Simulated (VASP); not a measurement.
# SnSe (CsCl type) (Pm-3m) in VASP: notebook

The runs below take SnSe (CsCl type) through single point, with PBE, PBE+D3(BJ).

All numbers are computed with VASP 6.6.1; they aren't measurements. Logs are shortened: lines on timing, memory, paths and dates and some standing lists are left out, and cuts for length are marked.

## (1) The cell of the first run

The structure is cubic, space group Pm-3m (No. 221). The conventional cell has a = 2.711 Å, b = 2.711 Å, c = 2.711 Å, α = 90.00°, β = 90.00°, γ = 90.00°. Sn (site symmetry m-3m) has 8 Se at 2.35 Å and 6 Sn at 2.71 Å within 3.1 Å. Se (site symmetry m-3m) has 8 Sn at 2.35 Å and 6 Se at 2.71 Å within 3.1 Å.

## (2) Single point, PBE (volume scaled by 0.4)

Contents of INCAR:

```
SYSTEM = SnSe
PREC = Accurate
ENCUT = 520
EDIFF = 1E-7
ISMEAR = -1
SIGMA = 0.1
LREAL = .False.
LASPH = .True.
NELM = 60
ALGO = Normal
ISIF = 2
LWAVE = .False.
LCHARG = .True.
GGA = PE
LELF = .True.
LVHAR = .True.
NBANDS = 17
```

Contents of KPOINTS:

```
Automatic mesh
0
Gamma
  14 14 14
  0 0 0
```

Contents of POSCAR:

```
SnSe
1.0
    2.7114811087      0.0000000000      0.0000000000
    0.0000000000      2.7114811087      0.0000000000
    0.0000000000      0.0000000000      2.7114811087
Sn Se
1 1
Direct
    0.0000000000      0.0000000000      0.0000000000
    0.5000000000      0.5000000000      0.5000000000
```

Potentials or basis: VASP PAW PBE potentials, release 64 (Sn_d, Se).

Run with:

```console
$ cat potpaw_PBE.64/Sn_d/POTCAR potpaw_PBE.64/Se/POTCAR > POTCAR
$ mpirun -np 1 vasp_std > vasp.out
```

OUTCAR:

```text
SYSTEM = SnSe
   PREC = Accurate
   ENCUT = 520
   EDIFF = 1E-7
   ISMEAR = -1
   LREAL = .False.
   LASPH = .True.
   NELM = 60
   ISIF = 2
   GGA = PE

 ion  position               nearest neighbor table
   1  0.000  0.000  0.000-   2 2.35   2 2.35   2 2.35   2 2.35   2 2.35   2 2.35   2 2.35   2 2.35

   2  0.500  0.500  0.500-   1 2.35   1 2.35   1 2.35   1 2.35   1 2.35   1 2.35   1 2.35   1 2.35

  LATTYP: Found a simple cubic cell.
 ALAT       =     2.7114811087

  Lattice vectors:

 A1 = (   2.7114811087,   0.0000000000,   0.0000000000)
 A2 = (   0.0000000000,   2.7114811087,   0.0000000000)
 A3 = (   0.0000000000,   0.0000000000,   2.7114811087)

Analysis of symmetry for initial positions (statically):
=====================================================================
 Subroutine PRICEL returns:
 Original cell was already a primitive cell.

 Routine SETGRP: Setting up the symmetry group for a
 simple cubic supercell.

 Subroutine GETGRP returns: Found 48 space group operations
 (whereof 48 operations were pure point group operations)
 out of a pool of 48 trial point group operations.

The static configuration has the point symmetry O_h .

Analysis of symmetry for dynamics (positions and initial velocities):
=====================================================================
 Subroutine PRICEL returns:
 Original cell was already a primitive cell.

 Routine SETGRP: Setting up the symmetry group for a
 simple cubic supercell.

 Subroutine GETGRP returns: Found 48 space group operations
 (whereof 48 operations were pure point group operations)
 out of a pool of 48 trial point group operations.

The dynamic configuration has the point symmetry O_h .

 Subroutine INISYM returns: Found 48 space group operations
 (whereof 48 operations are pure point group operations),
 and found     1 'primitive' translations

----------------------------------------------------------------------------------------

                                     Primitive cell

  volume of cell :      19.9352

  direct lattice vectors                    reciprocal lattice vectors
     2.711481109  0.000000000  0.000000000     0.368802127  0.000000000  0.000000000
     0.000000000  2.711481109  0.000000000     0.000000000  0.368802127  0.000000000
     0.000000000  0.000000000  2.711481109     0.000000000  0.000000000  0.368802127

  length of vectors
     2.711481109  2.711481109  2.711481109     0.368802127  0.368802127  0.368802127

  position of ions in fractional coordinates (direct lattice)
     0.000000000  0.000000000  0.000000000
     0.500000000  0.500000000  0.500000000

  ion indices of the primitive-cell ions
   primitive index   ion index
                 1           1
                 2           2

----------------------------------------------------------------------------------------

 KPOINTS: Automatic mesh

Automatic generation of k-mesh.
 Grid dimensions read from file:
 generate k-points for:   14   14   14

 Generating k-lattice:

  Cartesian coordinates                     Fractional coordinates (reciprocal lattice)
     0.026343009  0.000000000  0.000000000     0.071428571  0.000000000  0.000000000
     0.000000000  0.026343009  0.000000000     0.000000000  0.071428571  0.000000000
     0.000000000  0.000000000  0.026343009     0.000000000  0.000000000  0.071428571

  Length of vectors
     0.026343009  0.026343009  0.026343009

  Shift w.r.t. Gamma in fractional coordinates (k-lattice)
     0.000000000  0.000000000  0.000000000

 Subroutine IBZKPT returns following result:
 ===========================================

 Found    120 irreducible k-points:

 Following reciprocal coordinates:
            Coordinates               Weight
  0.000000  0.000000  0.000000      1.000000
  0.071429  0.000000  0.000000      6.000000
  0.142857  0.000000  0.000000      6.000000
  0.214286  0.000000  0.000000      6.000000
  0.285714  0.000000  0.000000      6.000000
  0.357143  0.000000  0.000000      6.000000
[... 16 lines left out ...]
  0.285714  0.214286  0.000000     24.000000
  0.357143  0.214286  0.000000     24.000000
 [... further k-points ...]
   k-points           NKPTS =    120   k-points in BZ     NKDIM =    120   number of bands    NBANDS=     17
   number of dos      NEDOS =    301   number of ions     NIONS =      2
   total plane-waves  NPLWV =   8000
   dimension x,y,z NGX =    20 NGY =   20 NGZ =   20
   dimension x,y,z NGXF=    40 NGYF=   40 NGZF=   40
   ions per type =               1   1
   NGX,Y,Z   is equivalent  to a cutoff of  12.26, 12.26, 12.26 a.u.
   NGXF,Y,Z  is equivalent  to a cutoff of  24.52, 24.52, 24.52 a.u.
 SYSTEM =  SnSe
   PREC   = accura    normal or accurate (medium, high low for compatibility)
   ISTART =      0    job   : 0-new  1-cont  2-samecut
   ICHARG =      2    charge: 1-file 2-atom 10-const
   ISPIN  =      1    spin polarized calculation?
   LNONCOLLINEAR =      F non collinear calculations
   LSORBIT =      F    spin-orbit coupling
   LASPH  =      T    aspherical Exc in radial PAW
   ENCUT  =  520.0 eV  38.22 Ry    6.18 a.u.   5.04  5.04  5.04*2*pi/ulx,y,z
   NELM   =     60;   NELMIN=  2; NELMDL= -5     # of ELM steps
   EDIFF  = 0.1E-06   stopping-criterion for ELM
   LREAL  =      F    real-space projection
   EDIFFG = 0.1E-05   stopping-criterion for IOM
   NSW    =      0    number of steps for IOM
   IBRION =     -1    ionic relax: 0-MD 1-quasi-New 2-CG
   NFREE  =      0    steps in history (QN), initial steepest desc. (CG)
   ISIF   =      2    stress and relaxation
   ISYM   =      2    0-nonsym 1-usesym 2-fastsym
   POTIM  = 0.5000    time-step for ionic-motion
   TEBEG  =    0.0;   TEEND  =   0.0 temperature during run
   PSTRESS=    0.0 pullay stress
   NELECT =      20.0000    total number of electrons
   NUPDOWN=      -1.0000    fix difference up-down
   EMIN   =  10.00;   EMAX   =-10.00  energy-range for DOS
   EFERMI =   0.00;   METHOD = LEGACY
   ISMEAR =    -1;   SIGMA  =   0.10  broadening in eV -4-tet -1-fermi 0-gaus
   EFERMI_NEDOS =   21; number of points for ismear=-14 and -15
   IALGO  =     38    algorithm
   IMIX   =      4    mixing-type and parameters
     AMIX     =   0.40;   BMIX     =  1.00
     AMIX_MAG =   1.60;   BMIX_MAG =  1.00
  volume/ion in A,a.u.               =       9.97        67.26
  Fermi-wavevector in a.u.,A,eV,Ry     =   1.638872  3.097018 36.543887  2.685900
  Thomas-Fermi vector in A             =   2.729772
   LORBIT       =      0    0 simple, 1 ext, 2 COOP (PROOUT), +10 PAW based schemes
   GGA     = PE    functional components
   LHFCALC =     F    Hartree Fock is set to
   AEXX    =    0.0000 exact exchange contribution
   IVDW    =     0    specifies the selected vdW correction
   LEPSILON=     F    determine dielectric tensor
   LRPA    =     F    only Hartree local field effects (RPA)
 non-spin polarized calculation
  energy-cutoff  :      520.00
  volume of cell :       19.94
 maximum number of plane-waves:       554
   NGX = 11   NGY = 11   NGZ = 11

 number of electron      20.0000003 magnetization

 Free energy of the ion-electron system (eV)
  ---------------------------------------------------
  ext. energy  EPLUGINS =         0.00000000
  ---------------------------------------------------
  free energy    TOTEN  =         7.18636597 eV

  energy without entropy =        7.19700862  energy(sigma->0) =        7.19168730

 E-fermi :  23.4975     XC(G=0): -15.0729

 val. band max:       23.4830582806   @ k =   0.3571   0.2143   0.2143
 cond. band min:      23.5237484250   @ k =   0.4286   0.4286   0.4286
 fundamental gap:      0.0406901444
 Fermi energy:        23.4975278767

 k-point     1 :       0.0000    0.0000    0.0000
  band No.  band energies     occupation
      1      -1.9574      2.00000
      2      -1.6321      2.00000
      3      -1.6321      2.00000
      4      -0.4182      2.00000
      5      -0.4182      2.00000
      6      -0.4182      2.00000
[... 9 lines left out ...]
     16      39.6917      0.00000
     17      39.6917      0.00000

 k-point     2 :       0.0714    0.0000    0.0000
  band No.  band energies     occupation
      1      -1.8516      2.00000
      2      -1.6262      2.00000
      3      -1.5900      2.00000
      4      -0.4456      2.00000
      5      -0.4456      2.00000
      6      -0.4165      2.00000
[... 9 lines left out ...]
     16      38.6907      0.00000
     17      38.7231      0.00000

 k-point     3 :       0.1429    0.0000    0.0000
  band No.  band energies     occupation
      1      -1.6133      2.00000
      2      -1.6097      2.00000
      3      -1.3933      2.00000
      4      -0.5215      2.00000
      5      -0.5215      2.00000
      6      -0.4116      2.00000
[... 9 lines left out ...]
     16      36.9247      0.00000
     17      38.9081      0.00000

 k-point     4 :       0.2143    0.0000    0.0000
  band No.  band energies     occupation
      1      -1.5857      2.00000
      2      -1.4419      2.00000
      3      -0.8687      2.00000
      4      -0.6288      2.00000
      5      -0.6288      2.00000
      6      -0.4045      2.00000
[... 9 lines left out ...]
     16      35.1398      0.00000
     17      39.6635      0.00000
[... 343 lines left out ...]
      1      -1.4484      2.00000
      2      -1.2873      2.00000
      3      -1.0978      2.00000
      4      -0.6287      2.00000
      5      -0.5601      2.00000
      6       0.4503      2.00000
[... 9 lines left out ...]
     16      34.7853      0.00000
     17      37.7489      0.00000

 k-point    23 :       0.2857    0.2143    0.0000
  band No.  band energies     occupation
      1      -1.4305      2.00000
      2      -1.3926      2.00000
      3      -0.9296      2.00000
      4      -0.7083      2.00000
      5      -0.5662      2.00000
      6       1.2214      2.00000
[... 9 lines left out ...]
     16      34.8262      0.00000
     17      37.9181      0.00000

 k-point    24 :       0.3571    0.2143    0.0000
  band No.  band energies     occupation
      1      -1.5424      2.00000
      2      -1.3551      2.00000
      3      -0.7958      2.00000
      4      -0.7854      2.00000
      5      -0.5541      2.00000
      6       2.1780      2.00000
[... 9 lines left out ...]
     16      37.1522      0.00000
     17      38.1615      0.00000

 [... further k-points ...]

------------------------ aborting loop because EDIFF is reached ----------------------------------------

  FORCE on cell =-STRESS in cart. coord.  units (eV):
  Direction    XX          YY          ZZ          XY          YZ          ZX
  --------------------------------------------------------------------------------------
  -------------------------------------------------------------------------------------
  Total       47.6779416     47.6779416     47.6779416     -0.0000000      0.0000000     -0.0000000
  in kB     3831.8485036   3831.8485036   3831.8485036     -0.0000000      0.0000000     -0.0000000
  external PRESSURE =    3831.8485036 kB  Pullay stress =       0.0000000 kB

 VOLUME and BASIS-vectors are now :
 -----------------------------------------------------------------------------
  energy-cutoff  :      520.00
  volume of cell :       19.94
      direct lattice vectors                 reciprocal lattice vectors
     2.711481109  0.000000000  0.000000000     0.368802127  0.000000000  0.000000000
     0.000000000  2.711481109  0.000000000     0.000000000  0.368802127  0.000000000
     0.000000000  0.000000000  2.711481109     0.000000000  0.000000000  0.368802127

 POSITION                                       TOTAL-FORCE (eV/Angst)
 -----------------------------------------------------------------------------------
      0.00000      0.00000      0.00000         0.000000      0.000000      0.000000
      1.35574      1.35574      1.35574         0.000000      0.000000      0.000000
 -----------------------------------------------------------------------------------
    total drift:                               -0.000000      0.000000      0.000000

  FREE ENERGIE OF THE ION-ELECTRON SYSTEM (eV)
  ---------------------------------------------------
  free  energy   TOTEN  =         7.1863659718 eV

  energy  without entropy=        7.1970086213  energy(sigma->0) =        7.19168730
```

It took 27 s on 1 thread of Intel Xeon Platinum 8259CL at 2.50GHz (Skylake/Cascade Lake), shared host; peak memory 0.15 GiB.

Results:

* Free energy: 7.1864 eV
* Pressure: 383.2 GPa
* Band gap on the k mesh: zero (band 10 reaches 27.79 eV, above the bottom of band 11 at 16.85 eV)

Levels at points of the mesh, in eV from the Fermi level:
```csv
k point,band 8,band 9,band 10,band 11,band 12,band 13
"(0.00, 0.00, 0.00)",-6.22,-6.22,-0.52,1.21,1.21,14.05
"(0.50, 0.00, 0.00)",-1.45,-1.45,1.47,2.09,2.75,2.75
"(0.50, 0.50, 0.00)",-14.39,-9.51,-1.14,5.74,5.74,8.14
"(0.50, 0.50, 0.50)",-8.24,-8.24,-6.65,-6.65,-6.65,-1.94
```

Caveat: spin-orbit coupling is left out, which moves the levels of the heavy elements.

[end of part 1 of 3]
